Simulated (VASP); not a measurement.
# CdTe (Cmcm) in VASP: notebook, part 2 of 2

VASP 6.6.1. The steps go on from the part before.

### 4 Single point, PBEsol (29.47 Å³/atom)

This run uses another cell than the first one, of 29.47 Å³/atom.

INCAR

```
SYSTEM = CdTe
ALGO = Normal ; EDIFF = 1E-6
ENCUT = 520 ; GGA = PS
ISIF = 2 ; ISMEAR = -1
LASPH = .TRUE. ; LCHARG = .FALSE.
LREAL = .FALSE. ; LWAVE = .FALSE.
NBANDS = 26 ; NELM = 80
PREC = Accurate ; SIGMA = 0.05
```

KPOINTS

```
k-points
0
G
  9 9 6
  0 0 0
```

POSCAR

```
CdTe
1.0
    3.0855915320     -3.1151036966      0.0000000000
    3.0855915320      3.1151036966      0.0000000000
    0.0000000000      0.0000000000      6.1309886192
Cd Te
2 2
Direct
    0.2770300000      0.7229700000      0.7500000000
    0.7229700000      0.2770300000      0.2500000000
    0.7661370000      0.2338630000      0.7500000000
    0.2338630000      0.7661370000      0.2500000000
```

Potentials or basis: VASP PAW PBE potentials, release 64 (Cd, Te).

The run is started by

```bash
cat potpaw_PBE.64/Cd/POTCAR potpaw_PBE.64/Te/POTCAR > POTCAR
mpirun -np 1 vasp_std > vasp.out
```

OUTCAR:

```text
SYSTEM = CdTe
   EDIFF = 1E-6
   ENCUT = 520
   GGA = PS
   ISIF = 2
   ISMEAR = -1
   LASPH = .TRUE.
   LREAL = .FALSE.
   NELM = 80
   PREC = Accurate

 ion  position               nearest neighbor table
   1  0.277  0.723  0.750-   3 3.05   4 3.08   4 3.08   3 3.09   3 3.09   3 3.18
   2  0.723  0.277  0.250-   4 3.05   3 3.08   3 3.08   4 3.09   4 3.09   4 3.18
   3  0.766  0.234  0.750-   1 3.05   2 3.08   2 3.08   1 3.09   1 3.09   1 3.18
   4  0.234  0.766  0.250-   2 3.05   1 3.08   1 3.08   2 3.09   2 3.09   2 3.18

  LATTYP: Found a base centered orthorhombic cell.
 ALAT       =     6.1711830640
 B/A-ratio  =     1.0095645079
 C/A-ratio  =     0.9934867522

  Lattice vectors:

 A1 = (   3.0855915320,  -3.1151036966,   0.0000000000)
 A2 = (   3.0855915320,   3.1151036966,   0.0000000000)
 A3 = (   0.0000000000,   0.0000000000,   6.1309886192)

Analysis of symmetry for initial positions (statically):
=====================================================================
 Subroutine PRICEL returns:
[... 171 lines left out ...]
  ext. energy  EPLUGINS =         0.00000000
  ---------------------------------------------------
  free energy    TOTEN  =       -10.36116192 eV

  energy without entropy =      -10.34331799  energy(sigma->0) =      -10.35223995

 E-fermi :   3.4154     XC(G=0):  -9.7248

 val. band max:        3.4037490043   @ k =   0.4444   0.0000   0.1667
 cond. band min:       3.4224550531   @ k =   0.3333   0.0000   0.1667
 fundamental gap:      0.0187060488
 Fermi energy:         3.4154436840

 k-point     1 :       0.0000    0.0000    0.0000
  band No.  band energies     occupation
      1      -7.9669      2.00000
      2      -7.1665      2.00000
      3      -4.7418      2.00000
      4      -4.7304      2.00000
      5      -4.7157      2.00000
      6      -4.6924      2.00000
[... 685 lines left out ...]
     25      12.3757      0.00000
     26      12.4952      0.00000

 [... further k-points ...]
[... 5 lines left out ...]
  --------------------------------------------------------------------------------------
  -------------------------------------------------------------------------------------
  Total       -2.8671681     -2.8690240     -2.6382613      0.0000000      0.0000000      0.0000000
  in kB      -38.9755532    -39.0007826    -35.8638533      0.0000000      0.0000000      0.0000000
  external PRESSURE =     -37.9467297 kB  Pullay stress =       0.0000000 kB

 VOLUME and BASIS-vectors are now :
 -----------------------------------------------------------------------------
  energy-cutoff  :      520.00
  volume of cell :      117.86
      direct lattice vectors                 reciprocal lattice vectors
     3.085591532 -3.115103697  0.000000000     0.162043483 -0.160508300  0.000000000
     3.085591532  3.115103697  0.000000000     0.162043483  0.160508300  0.000000000
     0.000000000  0.000000000  6.130988619     0.000000000  0.000000000  0.163105832

 POSITION                                       TOTAL-FORCE (eV/Angst)
 -----------------------------------------------------------------------------------
      3.08559      1.38915      4.59824         0.000000      0.025771      0.000000
      3.08559     -1.38915      1.53275         0.000000     -0.025771     -0.000000
      3.08559     -1.65809      4.59824         0.000000      0.071153      0.000000
      3.08559      1.65809      1.53275         0.000000     -0.071153     -0.000000
 -----------------------------------------------------------------------------------
    total drift:                               -0.000000     -0.000000      0.000000

  FREE ENERGIE OF THE ION-ELECTRON SYSTEM (eV)
  ---------------------------------------------------
  free  energy   TOTEN  =       -10.3611619159 eV

  energy  without entropy=      -10.3433179887  energy(sigma->0) =      -10.35223995
```

Wall time 6 min (1 thread of Intel Xeon Platinum 8259CL at 2.50GHz (Skylake/Cascade Lake), shared host); peak memory 0.43 GiB.

Results:

| Property | Result |
| --- | --- |
| Free energy | -10.3612 eV |
| Pressure | -3.8 GPa |
| Largest force | 0.071 eV/Å |
| Band gap on the k mesh | zero (bands 18 and 19 overlap by 1.20 eV) |

Forces in eV/Å, atoms in the order of the input:
```
Cd   0.000  0.026  0.000
Cd   0.000 -0.026  0.000
Te   0.000  0.071  0.000
Te   0.000 -0.071  0.000
```

Levels at points of the mesh, in eV from the Fermi level:
```csv
k point,band 16,band 17,band 18,band 19,band 20,band 21
"(0.00, 0.00, 0.00)",-1.30,-0.42,-0.38,-0.32,0.12,4.24
"(0.00, 0.00, 0.50)",-1.25,-1.19,-1.19,1.58,1.58,5.05
```

Caveat: the cell stands under tension; the PAW data sets were made with another functional, which shifts forces and pressure a little; spin-orbit coupling is left out, which moves the levels of the heavy elements.

### 5 Summary

```csv
cell,gap on the mesh (eV),pressure (GPa),largest force (eV/Å)
"a = 4.297, b = 4.297, c = 6.008 Å, angles 90.0, 90.0, 90.5°, 4 atoms",none,-1.2,0.06
"a = 4.341, b = 4.341, c = 6.070 Å, angles 90.0, 90.0, 90.5°, 4 atoms",none,-2.6,0.04
"a = 4.385, b = 4.385, c = 6.131 Å, angles 90.0, 90.0, 90.5°, 4 atoms",none,-3.8,0.07
```

Alike in all rows: task single point; level PBEsol; potentials or basis VASP PAW PBE potentials, release 64 (Cd, Te); no spin polarisation; k mesh 9 × 9 × 6; cutoff (eV) 520; smearing fermi-dirac 0.05 eV.

Caveats: the PAW data sets were made with another functional, which shifts forces and pressure a little; spin-orbit coupling is left out, which moves the levels of the heavy elements; the cell stands under tension (at least some runs).

Absolute energies hang on the potentials; compare differences alone.
